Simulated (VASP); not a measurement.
# P: relaxation of cell and atoms with LDA

Crystal: P.

```xyz
1
Lattice="0.0000 1.9574 1.9574 1.9574 0.0000 1.9574 1.9574 1.9574 0.0000" Properties=species:S:1:pos:R:3 pbc="T T T"
P     0.0000    0.0000    0.0000
```

```yaml
Program: VASP 6.6.1
Task: relaxation of cell and atoms
Functional: LDA
Potentials_or_basis: VASP PAW LDA potentials, release 64 (P)
Cutoff: 600 eV
k_mesh: 17 × 17 × 17
Occupations: fermi-dirac, width 0.1 eV
Spin: no spin polarisation
Dipole_correction: no
Further_INCAR_settings: ALGO = Normal; EDIFF = 1e-07; IBRION = 2; EDIFFG = -0.005; NSW = 60; ISIF = 3
```

| Property | Result |
| --- | --- |
| Relaxed volume | 13.84 Å³/atom |
| Relaxed cell | a = 2.695 Å, b = 2.695 Å, c = 2.695 Å, α = 60.00°, β = 60.00°, γ = 60.00° |
| Space group after relaxing (to 0.05 Å) | Fm-3m (No. 225) |
| Energy gained by relaxing | 27.1 meV/atom |
| Ionic steps | 3 |
| Pressure after relaxing | 0.0 GPa |

Step by step:
| step | energy change (eV) | largest force (eV/Å) | pressure (GPa) | volume (Å³) |
| --- | --- | --- | --- | --- |
| 1 | 0.0000 | 0.0000 | -6.97 | 15.00 |
| 2 | -0.0260 | 0.0000 | 1.61 | 13.63 |
| 3 | -0.0271 | 0.0000 | 0.00 | 13.84 |

Final structure:
```
P
1.0
     0.00000    1.90542    1.90542
     1.90542    0.00000    1.90542
     1.90542    1.90542    0.00000
P
1
Direct
  0.00000 0.00000 0.00000
```

Levels at points of the mesh, in eV from the Fermi level:
```tsv
k point	band 1	band 2	band 3	band 4	band 5	band 6
(0.00, 0.00, 0.00)	-16.83	7.13	7.13	7.13	11.53	11.53
```

Run time: 21 s on 1 thread of AMD EPYC 7R13 Processor (Zen 3) (shared host), peak memory 0.1 GiB.
